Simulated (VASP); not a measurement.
# PtSe2 (P-3m1) in VASP: further runs

The runs below take PtSe2 through vibrations by perturbation theory, with PBEsol.

Everything below comes from runs of VASP 6.6.1. Logs are shortened: lines on timing, memory, paths and dates and some standing lists are left out, and cuts for length are marked.

**1. The cell of the first run**

It takes space group P-3m1 (No. 164, trigonal). The conventional cell has a = 3.695 Å, b = 3.695 Å, c = 4.436 Å, α = 90.00°, β = 90.00°, γ = 120.00°. Within 3.3 Å of Pt (site symmetry -3m) lie 6 Se at 2.47 Å. Se (site symmetry 3m) has 3 Pt at 2.47 Å and 6 Se at 2.88 to 3.29 Å within 3.3 Å.

**2. Vibrations by perturbation theory, PBEsol**

Input file INCAR:

```
ALGO     = Normal         # electronic algorithm
EDIFF    = 1E-8           # SCF threshold, eV
ENCUT    = 520            # plane-wave cutoff, eV
GGA      = PS             # functional
IBRION   = 8              # ionic algorithm
ISIF     = 2              # what is computed and relaxed
ISMEAR   = -1             # smearing method
LASPH    = True           # aspherical terms in the spheres
LCHARG   = False          # write CHGCAR
LREAL    = False          # projectors in reciprocal space
LWAVE    = False          # write WAVECAR
NBANDS   = 18             # bands
NELM     = 60             # most SCF steps
NSW      = 1              # ionic steps
PREC     = Accurate       # precision mode
SIGMA    = 0.15           # smearing width, eV
```

Input file KPOINTS:

```
k-points
0
Gamma
  12 12 8
```

Input file POSCAR:

```
PtSe2
1.0
    3.6948338386      0.0000000000      0.0000000000
   -1.8474169193      3.1998199670      0.0000000000
    0.0000000000      0.0000000000      4.4362399595
Pt Se
1 2
Direct
    0.0000000000      0.0000000000      0.0000000000
    0.3333333333      0.6666666667      0.2822136036
    0.6666666667      0.3333333333      0.7177863964
```

Potentials or basis: VASP PAW PBE potentials, release 64 (Pt, Se).

Launch:

```console
cat potpaw_PBE.64/Pt/POTCAR potpaw_PBE.64/Se/POTCAR > POTCAR
mpirun -np 1 vasp_std > vasp.out
```

OUTCAR:

```text
EDIFF = 1E-8
   ENCUT = 520
   GGA = PS
   IBRION = 8
   ISIF = 2
   ISMEAR = -1
   LASPH = True
   LREAL = False
   NELM = 60
   NSW = 1
   PREC = Accurate

 ion  position               nearest neighbor table
   1  0.000  0.000  0.000-   2 2.47   3 2.47   3 2.47   2 2.47   3 2.47   2 2.47
   2  0.333  0.667  0.282-   1 2.47   1 2.47   1 2.47
   3  0.667  0.333  0.718-   1 2.47   1 2.47   1 2.47

  LATTYP: Found a hexagonal cell.
 ALAT       =     3.6948338386
 C/A-ratio  =     1.2006602065

  Lattice vectors:

 A1 = (   3.6948338386,   0.0000000000,   0.0000000000)
 A2 = (  -1.8474169193,   3.1998199670,   0.0000000000)
 A3 = (   0.0000000000,   0.0000000000,   4.4362399595)

Analysis of symmetry for initial positions (statically):
=====================================================================
 Subroutine PRICEL returns:
 Original cell was already a primitive cell.

 Routine SETGRP: Setting up the symmetry group for a
 hexagonal supercell.

 Subroutine GETGRP returns: Found 12 space group operations
 (whereof 12 operations were pure point group operations)
 out of a pool of 24 trial point group operations.

The static configuration has the point symmetry D_3d.

Analysis of symmetry for dynamics (positions and initial velocities):
=====================================================================
 Subroutine PRICEL returns:
 Original cell was already a primitive cell.

 Routine SETGRP: Setting up the symmetry group for a
 hexagonal supercell.

 Subroutine GETGRP returns: Found 12 space group operations
 (whereof 12 operations were pure point group operations)
 out of a pool of 24 trial point group operations.

The dynamic configuration has the point symmetry D_3d.

 Subroutine INISYM returns: Found 12 space group operations
 (whereof 12 operations are pure point group operations),
 and found     1 'primitive' translations

----------------------------------------------------------------------------------------

                                     Primitive cell

  volume of cell :      52.4488

  direct lattice vectors                    reciprocal lattice vectors
     3.694833839  0.000000000  0.000000000     0.270648165  0.156258791  0.000000000
    -1.847416919  3.199819967  0.000000000     0.000000000  0.312517582  0.000000000
     0.000000000  0.000000000  4.436239959     0.000000000  0.000000000  0.225416120

  length of vectors
     3.694833839  3.694833839  4.436239959     0.312517582  0.312517582  0.225416120

  position of ions in fractional coordinates (direct lattice)
     0.000000000  0.000000000  0.000000000
     0.333333333  0.666666667  0.282213604
     0.666666667  0.333333333  0.717786396

  ion indices of the primitive-cell ions
   primitive index   ion index
                 1           1
                 2           2
                 3           3

----------------------------------------------------------------------------------------

 KPOINTS: k-points

Automatic generation of k-mesh.
 Grid dimensions read from file:
 generate k-points for:   12   12    8

 Generating k-lattice:

  Cartesian coordinates                     Fractional coordinates (reciprocal lattice)
     0.022554014  0.013021566  0.000000000     0.083333333 -0.000000000  0.000000000
     0.000000000  0.026043132  0.000000000     0.000000000  0.083333333  0.000000000
     0.000000000  0.000000000  0.028177015     0.000000000  0.000000000  0.125000000

  Length of vectors
     0.026043132  0.026043132  0.028177015

  Shift w.r.t. Gamma in fractional coordinates (k-lattice)
     0.000000000  0.000000000  0.000000000

 Subroutine IBZKPT returns following result:
 ===========================================

 Found    131 irreducible k-points:

 Following reciprocal coordinates:
[... 43 lines left out ...]
   NELM   =     60;   NELMIN=  2; NELMDL= -5     # of ELM steps
   EDIFF  = 0.1E-07   stopping-criterion for ELM
   LREAL  =      F    real-space projection
   EDIFFG = 0.1E-06   stopping-criterion for IOM
   NSW    =      1    number of steps for IOM
   IBRION =      8    ionic relax: 0-MD 1-quasi-New 2-CG
   NFREE  =      0    steps in history (QN), initial steepest desc. (CG)
   ISIF   =      2    stress and relaxation
   ISYM   =      2    0-nonsym 1-usesym 2-fastsym
   POTIM  = 0.5000    time-step for ionic-motion
   TEBEG  =    0.0;   TEEND  =   0.0 temperature during run
   PSTRESS=    0.0 pullay stress
   NELECT =      22.0000    total number of electrons
   NUPDOWN=      -1.0000    fix difference up-down
   EMIN   =  10.00;   EMAX   =-10.00  energy-range for DOS
   EFERMI =   0.00;   METHOD = LEGACY
   ISMEAR =    -1;   SIGMA  =   0.15  broadening in eV -4-tet -1-fermi 0-gaus
   EFERMI_NEDOS =   21; number of points for ismear=-14 and -15
   IALGO  =     38    algorithm
   IMIX   =      4    mixing-type and parameters
     AMIX     =   0.40;   BMIX     =  1.00
     AMIX_MAG =   1.60;   BMIX_MAG =  1.00
  volume/ion in A,a.u.               =      17.48       117.98
  Fermi-wavevector in a.u.,A,eV,Ry     =   1.225473  2.315809 20.433027  1.501785
  Thomas-Fermi vector in A             =   2.360510
   LORBIT       =      0    0 simple, 1 ext, 2 COOP (PROOUT), +10 PAW based schemes
   GGA     = PS    functional components
   LHFCALC =     F    Hartree Fock is set to
   AEXX    =    0.0000 exact exchange contribution
   IVDW    =     0    specifies the selected vdW correction
   LEPSILON=     F    determine dielectric tensor
   LRPA    =     F    only Hartree local field effects (RPA)
 non-spin polarized calculation
  energy-cutoff  :      520.00
  volume of cell :       52.45
 maximum number of plane-waves:      1437
   NGX = 13   NGY = 13   NGZ = 17

--------------------------------------- Ionic step        1  -------------------------------------------

 number of electron      22.0000000 magnetization

 Free energy of the ion-electron system (eV)
  ---------------------------------------------------
  ext. energy  EPLUGINS =         0.00000000
  ---------------------------------------------------
  free energy    TOTEN  =       -15.71548783 eV

  energy without entropy =      -15.65997962  energy(sigma->0) =      -15.68773372

 E-fermi :   8.2050     XC(G=0): -11.6604

 val. band max:        8.1433041614   @ k =   0.0833   0.0000   0.2500
 cond. band min:       8.2193318602   @ k =   0.0000   0.2500   0.2500
 fundamental gap:      0.0760276988
 Fermi energy:         8.2049709479

 k-point     1 :       0.0000    0.0000    0.0000
  band No.  band energies     occupation
      1      -8.4646      2.00000
      2      -4.1426      2.00000
      3       0.3593      2.00000
      4       1.4156      2.00000
      5       1.4156      2.00000
      6       4.1609      2.00000
[... 481 lines left out ...]
      5       2.2097      2.00000
      6       3.2541      2.00000
[... 10 lines left out ...]
     17      16.9216      0.00000
     18      17.2509      0.00000

 [... further k-points ...]
[... 5 lines left out ...]
  --------------------------------------------------------------------------------------
  -------------------------------------------------------------------------------------
  Total        3.9946039      3.9946039      3.9743462      0.0000000     -0.0000000      0.0000000
  in kB      122.0249990    122.0249990    121.4061806      0.0000000     -0.0000000      0.0000000
  external PRESSURE =     121.8187262 kB  Pullay stress =       0.0000000 kB

 VOLUME and BASIS-vectors are now :
 -----------------------------------------------------------------------------
  energy-cutoff  :      520.00
  volume of cell :       52.45
      direct lattice vectors                 reciprocal lattice vectors
     3.694833839  0.000000000  0.000000000     0.270648165  0.156258791  0.000000000
    -1.847416919  3.199819967  0.000000000     0.000000000  0.312517582  0.000000000
     0.000000000  0.000000000  4.436239959     0.000000000  0.000000000  0.225416120

 POSITION                                       TOTAL-FORCE (eV/Angst)
 -----------------------------------------------------------------------------------
      0.00000      0.00000      0.00000        -0.000000      0.000000      0.000000
     -0.00000      2.13321      1.25197         0.000000     -0.000000      0.019683
      1.84742      1.06661      3.18427        -0.000000      0.000000     -0.019683
 -----------------------------------------------------------------------------------
    total drift:                               -0.000000      0.000000      0.000000

  FREE ENERGIE OF THE ION-ELECTRON SYSTEM (eV)
  ---------------------------------------------------
  free  energy   TOTEN  =       -15.7154878337 eV

  energy  without entropy=      -15.6599796156  energy(sigma->0) =      -15.68773372

[... ionic steps 2 to 3 ...]

--------------------------------------- Ionic step        4  -------------------------------------------

------------------------ aborting loop because EDIFF is reached ----------------------------------------
[... 11 lines left out ...]
[... ionic steps 8 to 8 ...]

--------------------------------------- Ionic step        9  -------------------------------------------

 Free energy of the ion-electron system (eV)
  ---------------------------------------------------
  ---------------------------------------------------
  free energy    TOTEN  =        -0.08675732 eV

  energy without entropy =       -0.08674493

------------------------ aborting loop because EDIFF is reached ----------------------------------------

 INTERNAL STRAIN TENSOR  FOR ION    2  DIRECTION 3   (eV/Angst):
 -----------------------------------------------------------------------------
   -11.03714  0.00000  0.00000
     0.00000-11.03714  0.00000
    -0.00000 -0.00000 -8.62977

 INTERNAL STRAIN TENSOR FOR ION    3 for displacements in x,y,z  (eV/Angst):
          X           Y           Z          XY          YZ          ZX
  --------------------------------------------------------------------------------
  x     0.00000     0.00000     0.00000    -4.78275     0.00000     6.84937
  y    -4.78275     4.78275     0.00000     0.00000     7.55508     0.00000
  z    11.03714    11.03714     8.62977     0.00000     0.00000     0.00000

 SECOND DERIVATIVES (NOT SYMMETRIZED)
 ------------------------------------
               1X          1Y          1Z          2X          2Y          2Z          3X          3Y          3Z
  1X   -18.245582    0.000000    0.000000    9.122791    0.000000    0.000000    9.122791    0.000000    0.000000
  1Y     0.000000  -18.245582    0.000000    0.000000    9.122791    0.000000    0.000000    9.122791    0.000000
  1Z     0.000000   -0.000000  -16.831105    0.000000   -0.000000    8.415553   -0.000000   -0.000000    8.415553
  2X     9.122954    0.000000    0.000000   -8.768821    0.000000    0.000000   -0.354133    0.000000    0.000000
  2Y     0.000000    9.122954   -0.000000    0.000000   -8.768821   -0.000000    0.000000   -0.354133    0.000000
  2Z     0.000000   -0.000000    8.415212    0.000000   -0.000000  -12.240787   -0.000000    0.000000    3.825575
  3X     9.122954    0.000000    0.000000   -0.354133    0.000000    0.000000   -8.768821    0.000000    0.000000
  3Y     0.000000    9.122954   -0.000000    0.000000   -0.354133    0.000000    0.000000   -8.768821   -0.000000
  3Z     0.000000   -0.000000    8.415212   -0.000000    0.000000    3.825575    0.000000   -0.000000  -12.240787

 Eigenvectors and eigenvalues of the dynamical matrix
 ----------------------------------------------------

   1 f  =    7.148158 THz    44.913202 2PiTHz  238.436888 cm-1    29.562393 meV
             X         Y         Z           dx          dy          dz
      0.000000  0.000000  0.000000     0.000000   -0.668851   -0.000000
     -0.000000  2.133213  1.251967    -0.000000    0.525661    0.000000
      1.847417  1.066607  3.184273    -0.000000    0.525661    0.000000
[... 43 lines left out ...]
   9 f/i=    0.000069 THz     0.000434 2PiTHz    0.002306 cm-1     0.000286 meV
             X         Y         Z           dx          dy          dz
      0.000000  0.000000  0.000000     0.000000    0.000000    0.743387
     -0.000000  2.133213  1.251967     0.000000    0.000000    0.472956
      1.847417  1.066607  3.184273     0.000000    0.000000    0.472956

--------------------------------------------------------------------------------------------------------

 ELASTIC MODULI CONTR FROM IONIC RELAXATION (kBar)
 Direction    XX          YY          ZZ          XY          YZ          ZX
 --------------------------------------------------------------------------------
 XX        -629.3162   -297.1528   -362.1958     -0.0000    262.3513      0.0000
 YY        -297.1528   -629.3162   -362.1958      0.0000   -262.3513     -0.0000
 ZZ        -362.1958   -362.1958   -283.1952     -0.0000      0.0000      0.0000
 XY          -0.0000      0.0000     -0.0000   -166.0817      0.0000    237.8455
 YZ         262.3513   -262.3513      0.0000      0.0000   -414.4240     -0.0000
 ZX           0.0000     -0.0000      0.0000    237.8455     -0.0000   -340.6184
 --------------------------------------------------------------------------------
```

Run time: 33 min. Hardware: 1 thread of Intel Xeon Platinum 8375C at 2.90GHz (Ice Lake), shared host; peak memory 1.3 GiB.

What came out:

| Quantity | Value |
| --- | --- |
| Highest phonon frequency at Γ, LO-TO splitting left out | 238 cm⁻¹ |

Phonon frequencies in cm⁻¹ (negative: imaginary):
```
              q point                    frequencies
(0.000, 0.000, 0.000)  0 0 0 170 170 229 235 238 238
```

Caveat: the cell stands under pressure or tension, which shifts response properties; the PAW data sets were made with another functional, which shifts forces and pressure a little; spin-orbit coupling is left out, which moves the levels of the heavy elements.

**3. Vibrations by perturbation theory, PBEsol**

This run uses another cell than the first one, of 17.88 Å³/atom.

Input file INCAR:

```
PREC = Accurate
ENCUT = 520
EDIFF = 1E-8
ISMEAR = -1
SIGMA = 0.15
LREAL = F
LASPH = T
NELM = 60
ALGO = Normal
ISIF = 2
LWAVE = F
LCHARG = F
GGA = PS
IBRION = 8
NSW = 1
```

Input file KPOINTS:

```
Automatic mesh
0
Gamma
  12 12 8
```

Input file POSCAR:

```
PtSe2
1.0
    3.7098166092      0.0000000000      0.0000000000
   -1.8549083046      3.2127954269      0.0000000000
    0.0000000000      0.0000000000      4.5007428490
Pt Se
1 2
Direct
    0.0000000000      0.0000000000      0.0000000000
    0.3333333333      0.6666666667      0.2791024403
    0.6666666667      0.3333333333      0.7208975597
```

Potentials or basis: VASP PAW PBE potentials, release 64 (Pt, Se).

Launch:

```console
cat potpaw_PBE.64/Pt/POTCAR potpaw_PBE.64/Se/POTCAR > POTCAR
mpirun -np 1 vasp_std > vasp.out
```

OUTCAR:

```text
PREC = Accurate
   ENCUT = 520
   EDIFF = 1E-8
   ISMEAR = -1
   LREAL = F
   LASPH = T
   NELM = 60
   ISIF = 2
   GGA = PS
   IBRION = 8
   NSW = 1

 ion  position               nearest neighbor table
   1  0.000  0.000  0.000-   2 2.48   3 2.48   2 2.48   3 2.48   3 2.48   2 2.48
   2  0.333  0.667  0.279-   1 2.48   1 2.48   1 2.48
   3  0.667  0.333  0.721-   1 2.48   1 2.48   1 2.48

  LATTYP: Found a hexagonal cell.
 ALAT       =     3.7098166092
 C/A-ratio  =     1.2131982044
[... 708 lines left out ...]
  2Z     0.000000   -0.000000    8.149977    0.000000    0.000000  -11.614029    0.000000    0.000000    3.464052
  3X     8.703467    0.000000    0.000000   -0.326493   -0.000000    0.000000   -8.376974    0.000000    0.000000
  3Y    -0.000000    8.703467    0.000000    0.000000   -0.326493   -0.000000    0.000000   -8.376974    0.000000
  3Z     0.000000   -0.000000    8.149977    0.000000    0.000000    3.464052    0.000000    0.000000  -11.614029

 Eigenvectors and eigenvalues of the dynamical matrix
 ----------------------------------------------------

   1 f  =    6.981274 THz    43.864639 2PiTHz  232.870240 cm-1    28.872217 meV
             X         Y         Z           dx          dy          dz
      0.000000  0.000000  0.000000    -0.668779   -0.000006    0.000000
     -0.000000  2.141864  1.256168     0.525707    0.000005   -0.000000
      1.854908  1.070932  3.244575     0.525707    0.000005    0.000000
[... 43 lines left out ...]
   9 f/i=    0.000721 THz     0.004529 2PiTHz    0.024042 cm-1     0.002981 meV
             X         Y         Z           dx          dy          dz
      0.000000  0.000000  0.000000    -0.000000   -0.000000    0.743323
     -0.000000  2.141864  1.256168    -0.000000   -0.000000    0.473007
      1.854908  1.070932  3.244575    -0.000000   -0.000000    0.473007

--------------------------------------------------------------------------------------------------------

 ELASTIC MODULI CONTR FROM IONIC RELAXATION (kBar)
 Direction    XX          YY          ZZ          XY          YZ          ZX
 --------------------------------------------------------------------------------
 XX        -618.1953   -306.5754   -391.5461      0.0000    260.4326     -0.0000
 YY        -306.5754   -618.1953   -391.5461     -0.0000   -260.4326      0.0000
 ZZ        -391.5461   -391.5461   -331.5598      0.0000     -0.0000     -0.0000
 XY           0.0000     -0.0000      0.0000   -155.8099     -0.0000    236.5986
 YZ         260.4326   -260.4326     -0.0000     -0.0000   -435.3070      0.0000
 ZX          -0.0000      0.0000     -0.0000    236.5986      0.0000   -359.2770
 --------------------------------------------------------------------------------
```

OSZICAR:

```text
N       E                     dE             d eps       ncg     rms          rms(c)
DAV:   1     0.113566561467E+03    0.11357E+03   -0.10481E+04  4018   0.131E+03
DAV:   2    -0.118433548713E+02   -0.12541E+03   -0.12251E+03  4967   0.243E+02
[... 75 lines left out ...]
RMM:   6    -0.871042836982E-01   -0.14289E-04   -0.55428E-07  6607   0.524E-03    0.251E-03
RMM:   7    -0.871101548723E-01   -0.58712E-05    0.21302E-07  6491   0.204E-03    0.620E-04
RMM:   8    -0.871083535442E-01    0.18013E-05    0.12739E-07  6626   0.491E-04    0.222E-04
RMM:   9    -0.871082576731E-01    0.95871E-07    0.63847E-09  6644   0.131E-04    0.506E-05
RMM:  10    -0.871081783143E-01    0.79359E-07   -0.69292E-09  6721   0.529E-05    0.818E-06
RMM:  11    -0.871081865407E-01   -0.82265E-08   -0.17850E-08  6694   0.182E-05    0.469E-06
 Linear response finished
```

Run time: 9.4 min. Hardware: 1 thread of Intel Xeon 6975P-C (Granite Rapids), shared host; peak memory 1.2 GiB.

What came out:

* Highest phonon frequency at Γ, LO-TO splitting left out: 233 cm⁻¹

Phonon frequencies in cm⁻¹ (negative: imaginary):
| q point | frequencies |
| --- | --- |
| (0.000, 0.000, 0.000) | 0 0 0 167 167 225 228 233 233 |

Caveat: the cell stands under pressure or tension, which shifts response properties; the PAW data sets were made with another functional, which shifts forces and pressure a little; spin-orbit coupling is left out, which moves the levels of the heavy elements.
